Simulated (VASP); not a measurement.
# Ti3Al (P-6m2) in VASP: notebook, part 2 of 2

VASP 6.6.1. The steps go on from the part before.

### 3 Single point, PBEsol (16.15 Å³/atom)

Input file INCAR:

```
SYSTEM = Ti3Al
PREC     = Accurate       ! precision mode
ENCUT    = 520            ! plane-wave cutoff, eV
EDIFF    = 1E-6           ! SCF threshold, eV
ISMEAR   = 0              ! smearing method
SIGMA    = 0.15           ! smearing width, eV
LREAL    = .FALSE.        ! projectors in reciprocal space
LASPH    = .TRUE.         ! aspherical terms in the spheres
NELM     = 60             ! most SCF steps
ALGO     = Fast           ! electronic algorithm
ISIF     = 2              ! what is computed and relaxed
LWAVE    = .FALSE.        ! write WAVECAR
LCHARG   = .TRUE.         ! write CHGCAR
GGA      = PS             ! functional
LELF     = .TRUE.         ! ELF
LVHAR    = .TRUE.       
NBANDS   = 28             ! bands
```

Input file KPOINTS:

```
Automatic mesh
0
G
  18 18 6
  0 0 0
```

Input file POSCAR:

```
Ti3Al
1.0
    2.7557664155      0.0000000000      0.0000000000
   -1.3778832077      2.3865637228      0.0000000000
    0.0000000000      0.0000000000      9.8193468919
Ti Al
3 1
Direct
    0.6666666667      0.3333333333      0.0000000000
    0.3333333333      0.6666666667      0.7511732072
    0.3333333333      0.6666666667      0.2488267928
    0.6666666667      0.3333333333      0.5000000000
```

Potentials or basis: VASP PAW PBE potentials, release 64 (Ti_sv, Al).

On the command line:

```
$ cat potpaw_PBE.64/Ti_sv/POTCAR potpaw_PBE.64/Al/POTCAR > POTCAR
$ mpirun -np 1 vasp_std > vasp.out
```

Run time: 13 min. Hardware: 1 thread of Intel Xeon 6975P-C (Granite Rapids), shared host; peak memory 0.33 GiB.

The run converged. Its results:

| Item | Value |
| --- | --- |
| Free energy | -29.3486 eV |
| Pressure | 2.6 GPa |
| Largest force | 0.386 eV/Å |
| Band gap on the k mesh | zero (an odd number of electrons rules out a gap without spin polarisation) |

Forces in eV/Å, atoms in the order of the input:
```
Ti   0.000  0.000  0.000
Ti   0.000  0.000 -0.386
Ti   0.000  0.000  0.386
Al   0.000  0.000  0.000
```

Stress tensor (GPa, compression positive):
```
 7.94  0.00  0.00
 0.00  7.94  0.00
 0.00  0.00 -7.93
```

Levels at points of the mesh, in eV from the Fermi level:
| k point | band 16 | band 17 | band 18 | band 19 | band 20 | band 21 | band 22 | band 23 |
| --- | --- | --- | --- | --- | --- | --- | --- | --- |
| (0.00, 0.00, 0.00) | -2.84 | -1.67 | -0.17 | 0.05 | 1.07 | 1.07 | 1.16 | 1.16 |
| (0.50, 0.00, 0.00) | -2.22 | -1.71 | -1.62 | -0.81 | -0.42 | 1.12 | 1.14 | 1.51 |
| (0.00, 0.00, 0.50) | -3.69 | -1.70 | -0.18 | 0.07 | 1.07 | 1.07 | 1.15 | 1.15 |
| (0.50, 0.00, 0.50) | -2.19 | -1.77 | -1.41 | -1.28 | 0.39 | 0.58 | 0.84 | 1.49 |

Caveat: the stress differs along the axes, from -8 to 8 GPa; the PAW data sets were made with another functional, which shifts forces and pressure a little.

### 4 Single point, PBEsol (16.59 Å³/atom)

This run uses another cell than the first one, of 16.59 Å³/atom.

Input file INCAR:

```
PREC = Accurate
ENCUT = 520
EDIFF = 1E-6
ISMEAR = 0
SIGMA = 0.15
LREAL = False
LASPH = True
NELM = 100
ALGO = Fast
ISIF = 2
LWAVE = False
LCHARG = False
GGA = PS
NBANDS = 28
```

Input file KPOINTS:

```
regular mesh
0
Gamma
  18 18 6
```

Input file POSCAR:

```
Ti3Al
1.0
    2.8375021484      0.0000000000      0.0000000000
   -1.4187510742      2.4573489439      0.0000000000
    0.0000000000      0.0000000000      9.5155634548
Ti Al
3 1
Direct
    0.6666666667      0.3333333333      0.0000000000
    0.3333333333      0.6666666667      0.7511732072
    0.3333333333      0.6666666667      0.2488267928
    0.6666666667      0.3333333333      0.5000000000
```

On the command line:

```
$ cat potpaw_PBE.64/Ti_sv/POTCAR potpaw_PBE.64/Al/POTCAR > POTCAR
$ mpirun -np 1 vasp_std > vasp.out
```

Run time: 13 min. Hardware: 1 thread of Intel Xeon 6975P-C (Granite Rapids), shared host; peak memory 0.35 GiB.

It converged, with:

- Free energy: -29.5667 eV
- Pressure: -0.4 GPa
- Largest force: 0.154 eV/Å
- Band gap on the k mesh: zero (an odd number of electrons rules out a gap without spin polarisation)

Forces in eV/Å, atoms in the order of the input:
```
Ti   0.000  0.000  0.000
Ti   0.000  0.000 -0.154
Ti   0.000  0.000  0.154
Al   0.000  0.000  0.000
```

Stress tensor (GPa, compression positive):
```
 2.47  0.00  0.00
 0.00  2.47  0.00
 0.00  0.00 -6.22
```

Levels at points of the mesh, in eV from the Fermi level:
| k point | band 17 | band 18 | band 19 | band 20 | band 21 | band 22 | band 23 | band 24 |
| --- | --- | --- | --- | --- | --- | --- | --- | --- |
| (0.00, 0.00, 0.00) | -1.22 | 0.17 | 0.41 | 0.97 | 0.97 | 1.06 | 1.06 | 1.29 |
| (0.50, 0.00, 0.00) | -1.56 | -1.41 | -0.70 | -0.39 | 1.05 | 1.11 | 1.19 | 2.00 |
| (0.00, 0.00, 0.50) | -1.36 | 0.14 | 0.44 | 0.97 | 0.97 | 1.05 | 1.05 | 1.30 |
| (0.50, 0.00, 0.50) | -1.65 | -1.29 | -1.09 | 0.17 | 0.75 | 0.94 | 1.17 | 2.08 |

Caveat: the stress differs along the axes, from -6 to 2 GPa; the PAW data sets were made with another functional, which shifts forces and pressure a little.

### 5 Single point, PBEsol (16.59 Å³/atom)

This run uses another cell than the first one, of 16.59 Å³/atom.

Input file INCAR:

```
ALGO = Fast
EDIFF = 1E-6
ENCUT = 520
GGA = PS
ISIF = 2
ISMEAR = 0
LASPH = True
LCHARG = False
LREAL = False
LWAVE = False
NBANDS = 28
NELM = 100
PREC = Accurate
SIGMA = 0.15
```

Input file KPOINTS:

```
k-points
0
Gamma
  18 18 6
```

Input file POSCAR:

```
Ti3Al
1.0
    3.0765361315      0.0000000000      0.0000000000
   -1.5382680657      2.6643584455      0.0000000000
    0.0000000000      0.0000000000      8.0943665619
Ti Al
3 1
Direct
    0.6666666667      0.3333333333      0.0000000000
    0.3333333333      0.6666666667      0.7511732072
    0.3333333333      0.6666666667      0.2488267928
    0.6666666667      0.3333333333      0.5000000000
```

On the command line:

```
$ cat potpaw_PBE.64/Ti_sv/POTCAR potpaw_PBE.64/Al/POTCAR > POTCAR
$ mpirun -np 1 vasp_std > vasp.out
```

It took 12 min on 1 thread of Intel Xeon 6975P-C (Granite Rapids), shared host; peak memory 0.34 GiB.

It converged, with:

* Free energy: -28.9771 eV
* Pressure: 2.4 GPa
* Largest force: 0.046 eV/Å
* Band gap on the k mesh: zero (an odd number of electrons rules out a gap without spin polarisation)

Forces in eV/Å, atoms in the order of the input:
```
Ti   0.000  0.000  0.000
Ti   0.000  0.000  0.046
Ti   0.000  0.000 -0.046
Al   0.000  0.000  0.000
```

Stress tensor (GPa, compression positive):
```
-5.02  0.00  0.00
 0.00 -5.02  0.00
 0.00  0.00 17.29
```

Levels at points of the mesh, in eV from the Fermi level:
```
           k point  band 17  band 18  band 19  band 20  band 21  band 22  band 23  band 24
(0.00, 0.00, 0.00)     0.33     0.33     0.36     0.36     0.55     1.11     1.11     1.73
(0.50, 0.00, 0.00)    -1.50    -0.77    -0.54    -0.23     0.24     1.16     1.33     1.64
(0.00, 0.00, 0.50)     0.11     0.34     0.34     0.36     0.36     1.16     1.16     1.62
(0.50, 0.00, 0.50)    -1.32    -1.09    -0.64    -0.33     0.14     1.48     1.58     1.75
```

Caveat: the stress differs along the axes, from -5 to 17 GPa; the PAW data sets were made with another functional, which shifts forces and pressure a little.

### 6 Single point, PBEsol (16.59 Å³/atom)

This run uses another cell than the first one, of 16.59 Å³/atom.

Input file INCAR:

```
SYSTEM = Ti3Al
PREC = Accurate
ENCUT = 520
EDIFF = 1E-7
ISMEAR = 0
SIGMA = 0.15
LREAL = .FALSE.
LASPH = .TRUE.
NELM = 60
ALGO = Fast
ISIF = 2
LWAVE = .FALSE.
LCHARG = .FALSE.
GGA = PS
NBANDS = 28
```

Input file KPOINTS:

```
Automatic mesh
0
G
  18 18 6
  0 0 0
```

Input file POSCAR:

```
Ti3Al
1.0
    2.9546238387      0.0000000000      0.0000000000
   -1.4773119193      2.5587793030      0.0000000000
    0.0000000000      0.0000000000      8.7761191882
Ti Al
3 1
Direct
    0.6666666667      0.3333333333      0.0000000000
    0.3333333333      0.6666666667      0.7511732072
    0.3333333333      0.6666666667      0.2488267928
    0.6666666667      0.3333333333      0.5000000000
```

Potentials or basis: VASP PAW PBE potentials, release 64 (Ti_sv, Al).

On the command line:

```
$ cat potpaw_PBE.64/Ti_sv/POTCAR potpaw_PBE.64/Al/POTCAR > POTCAR
$ mpirun -np 1 vasp_std > vasp.out
```

Wall time 27 min (1 thread of Intel Xeon 6975P-C (Granite Rapids), shared host); peak memory 0.35 GiB.

The run converged. Its results:

```yaml
Free_energy: -29.5561 eV
Pressure: 0.6 GPa
Largest_force: 0.099 eV/Å
Band_gap_on_the_k_mesh: zero (an odd number of electrons rules out a gap without spin polarisation)
```

Forces on the atoms (eV/Å):
```
Ti   0.000  0.000  0.000
Ti   0.000  0.000  0.099
Ti   0.000  0.000 -0.099
Al   0.000  0.000  0.000
```

Stress tensor (GPa, compression positive):
```
-2.82  0.00  0.00
 0.00 -2.82  0.00
 0.00  0.00  7.29
```

Levels at points of the mesh, in eV from the Fermi level:
| k point | band 17 | band 18 | band 19 | band 20 | band 21 | band 22 | band 23 | band 24 |
| --- | --- | --- | --- | --- | --- | --- | --- | --- |
| (0.00, 0.00, 0.00) | -0.31 | 0.71 | 0.71 | 0.79 | 0.79 | 0.98 | 1.13 | 1.24 |
| (0.50, 0.00, 0.00) | -1.47 | -1.10 | -0.59 | -0.32 | 0.67 | 1.11 | 1.32 | 1.61 |
| (0.00, 0.00, 0.50) | -0.70 | 0.71 | 0.71 | 0.78 | 0.78 | 0.86 | 1.18 | 1.26 |
| (0.50, 0.00, 0.50) | -1.49 | -1.19 | -0.83 | -0.13 | 0.62 | 1.14 | 1.32 | 1.78 |

Caveat: the stress differs along the axes, from -3 to 7 GPa; the PAW data sets were made with another functional, which shifts forces and pressure a little.

### 7 Summary

```tsv
cell	further INCAR settings	gap on the mesh (eV)	pressure (GPa)	largest force (eV/Å)
a = 2.870, b = 2.870, c = 9.056 Å, angles 90.0, 90.0, 120.0°, 4 atoms	ALGO = Fast; EDIFF = 1e-07; NBANDS = 28	none	3.1	0.01
a = 2.756, b = 2.756, c = 9.819 Å, angles 90.0, 90.0, 120.0°, 4 atoms	ALGO = Fast; EDIFF = 1e-06; NBANDS = 28	none	2.6	0.39
a = 2.838, b = 2.838, c = 9.516 Å, angles 90.0, 90.0, 120.0°, 4 atoms	ALGO = Fast; EDIFF = 1e-06; NBANDS = 28	none	-0.4	0.15
a = 3.077, b = 3.077, c = 8.094 Å, angles 90.0, 90.0, 120.0°, 4 atoms	ALGO = Fast; EDIFF = 1e-06; NBANDS = 28	none	2.4	0.05
a = 2.955, b = 2.955, c = 8.776 Å, angles 90.0, 90.0, 120.0°, 4 atoms	ALGO = Fast; EDIFF = 1e-07; NBANDS = 28	none	0.6	0.10
```

Alike in all rows: task single point; level PBEsol; potentials or basis VASP PAW PBE potentials, release 64 (Ti_sv, Al); no spin polarisation; k mesh 18 × 18 × 6; cutoff (eV) 520; smearing gaussian 0.15 eV.

Caveats: the PAW data sets were made with another functional, which shifts forces and pressure a little; the cell stands under pressure (at least some runs); the stress differs along the axes, from -8 to 8 GPa (at least some runs); the stress differs along the axes, from -6 to 2 GPa (at least some runs); the stress differs along the axes, from -5 to 17 GPa (at least some runs); the stress differs along the axes, from -3 to 7 GPa (at least some runs).

Absolute energies hang on the potentials; compare differences alone.
